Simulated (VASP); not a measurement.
Fe, 2 atoms in the cell. It takes space group Im-3m (No. 229, cubic). The conventional cell has a = 2.878 Å, b = 2.878 Å, c = 2.878 Å, α = 90.00°, β = 90.00°, γ = 90.00°. Within 3.3 Å of Fe (site symmetry m-3m) lie 14 Fe at 2.49 to 2.88 Å. 

- Program: VASP 6.6.1
- Task: single point
- Functional: PBE
- Potentials or basis: VASP PAW PBE potentials, release 64 (Fe)
- Cutoff: 600 eV
- k mesh: 5 × 5 × 5
- Occupations: fermi-dirac, width 0.05 eV
- Spin: collinear spin, antiferromagnetic start
- Starting moments: [1.0, -1.0] μB
- Dipole correction: no
- Further INCAR settings: ALGO = Normal; EDIFF = 1e-06; NBANDS = 19

Potentials or basis: VASP PAW PBE potentials, release 64 (Fe).

Command:

```bash
$ cat potpaw_PBE.64/Fe/POTCAR > POTCAR
$ mpirun -np 1 vasp_std > vasp.out
```

Hardware: 1 thread of Intel(R) Xeon(R) Platinum 8488C (Sapphire Rapids), with other jobs on the host.

**Question.** Estimate the wall time of this run.

**Answer.** Wall time 10 s on 1 thread of Intel(R) Xeon(R) Platinum 8488C (Sapphire Rapids), on a shared host, peak memory 0.14 GiB. Counts: scf iterations 17, k points 10.
